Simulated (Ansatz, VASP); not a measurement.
# One calculation of Br, two programs

```
Br
1.0
    -1.42349    1.42349    3.57752
     1.42349   -1.42349    3.57752
     1.42349    1.42349   -3.57752
Br
1
Direct
  0.00000 0.00000 0.00000
```

Alike in both runs: task single point; functional PBE; dispersion D3(BJ); k mesh 24 × 24 × 24; occupations gaussian, width 0.15 eV; no spin polarisation.

|  | VASP | Ansatz |
| --- | --- | --- |
| version | VASP 6.6.1 | Ansatz 0.2.0 |
| potentials or method | VASP PAW PBE potentials, release 64 (Br), cutoff 520 eV | scalar-relativistic, plane waves, PAW |
| valence electrons in the cell | 7 | 7 |

```tsv
	VASP	Ansatz	Ansatz less VASP
gap on the k mesh at the Fermi level (eV)	none	none	-
pressure (GPa)	-0.2	-0.2	-0.01
traceless stress, the component that is largest in VASP (GPa)	0.11	0.12	+0.009
```

A gap of «none» marks a metal or a gap that the smearing closes.
